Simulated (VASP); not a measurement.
Here is a VASP 6.6.1 calculation.

File INCAR:

```
SYSTEM = BN
PREC     = Accurate       ! precision mode
ENCUT    = 600            ! plane-wave cutoff, eV
EDIFF    = 1E-6           ! SCF threshold, eV
ISMEAR   = 0              ! smearing method
SIGMA    = 0.01           ! smearing width, eV
LREAL    = .FALSE.        ! projectors in reciprocal space
LASPH    = .TRUE.         ! aspherical terms in the spheres
NELM     = 120            ! most SCF steps
ALGO     = Normal         ! electronic algorithm
ISIF     = 2              ! what is computed and relaxed
LWAVE    = .FALSE.        ! write WAVECAR
LCHARG   = .TRUE.         ! write CHGCAR
GGA      = PE             ! functional
LELF     = .TRUE.         ! ELF
LVHAR    = .TRUE.       
NBANDS   = 16             ! bands
GGA_COMPAT= .FALSE.
```

KPOINTS

```
Automatic mesh
0
G
  8 8 4
  0 0 0
```

The input POSCAR:

```
BN
1.0
    2.5189793529      0.0000000000      0.0000000000
   -1.2594896765      2.1815001073      0.0000000000
    0.0000000000      0.0000000000      4.1708179428
B N
2 2
Direct
    0.6666666667      0.3333333333      0.0000000000
    0.3333333333      0.6666666667      0.5000000000
    0.6666666667      0.3333333333      0.3750000000
    0.3333333333      0.6666666667      0.8750000000
```

Potentials or basis: VASP PAW PBE potentials, release 64 (B, N).

The run is started by

```bash
$ cat potpaw_PBE.64/B/POTCAR potpaw_PBE.64/N/POTCAR > POTCAR
$ mpirun -np 1 vasp_std > vasp.out
```

Q: Estimate the band gap on the k mesh.

A: 5.50 eV, indirect (least direct gap 8.45 eV).

Q: What does it give for the largest force?

A: 0.076 eV/Å.

Stress tensor (GPa, compression positive):
```
16.86  0.00  0.00
 0.00 16.86  0.00
 0.00  0.00 15.65
```

A k mesh can miss the band edges. PBE gaps usually lie below the measured ones, often by a third to a half.
